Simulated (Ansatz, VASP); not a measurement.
## AlRu in VASP and in Ansatz

The input INCAR:

```
ALGO = Normal
EDIFF = 1E-7
ENCUT = 520
GGA = CA
ISIF = 2
ISMEAR = 0
LASPH = True
LCHARG = False
LREAL = False
LWAVE = False
NBANDS = 16
NELM = 100
PREC = Accurate
SIGMA = 0.1
```

File KPOINTS:

```
k-points
0
Gamma
  6 6 6
```

POSCAR

```
AlRu
1.0
    2.9916000000      0.0000000000      0.0000000000
    0.0000000000      2.9916000000      0.0000000000
    0.0000000000      0.0000000000      2.9916000000
Al Ru
1 1
Direct
    0.0000000000      0.0000000000      0.0000000000
    0.5000000000      0.5000000000      0.5000000000
```

Input for Ansatz:

```yaml
crystal:
  lattice:
    - [2.9916, 0.0, 0.0]
    - [0.0, 2.9916, 0.0]
    - [0.0, 0.0, 2.9916]
  atoms:
    - { symbol: Al, position: [0.0, 0.0, 0.0] }
    - { symbol: Ru, position: [0.5, 0.5, 0.5] }
basis:
  ecutwfc: 420
kpoints:
  mp_grid: { grid: [6, 6, 6] }
hamiltonian:
  xc: lda
scf:
  occupations: { method: gaussian, width: 0.1 }
output:
  forces: true
  stress: true
  eigenvalues: true
```

Alike in both runs: task single point; functional LDA; k mesh 6 × 6 × 6; occupations gaussian, width 0.1 eV; no spin polarisation.

```csv
,VASP,Ansatz
version,VASP 6.6.1,Ansatz 0.2.0
potentials or method,"VASP PAW LDA potentials, release 64 (Al, Ru_pv), cutoff 520 eV","scalar-relativistic, plane waves, PAW"
valence electrons in the cell,17,19
```

|  | VASP | Ansatz | Ansatz less VASP |
| --- | --- | --- | --- |
| gap on the k mesh at the Fermi level (eV) | none | none | - |
| pressure (GPa) | -7.7 | -8.2 | -0.52 |

LDA's correlation is that of Perdew and Zunger in VASP and of Perdew and Wang (1992) in Ansatz. A gap of «none» marks a metal or a gap that the smearing closes. VASP's potentials hold 17 valence electrons a cell and Ansatz's 19, so a difference there can come from the potentials and not from the codes.
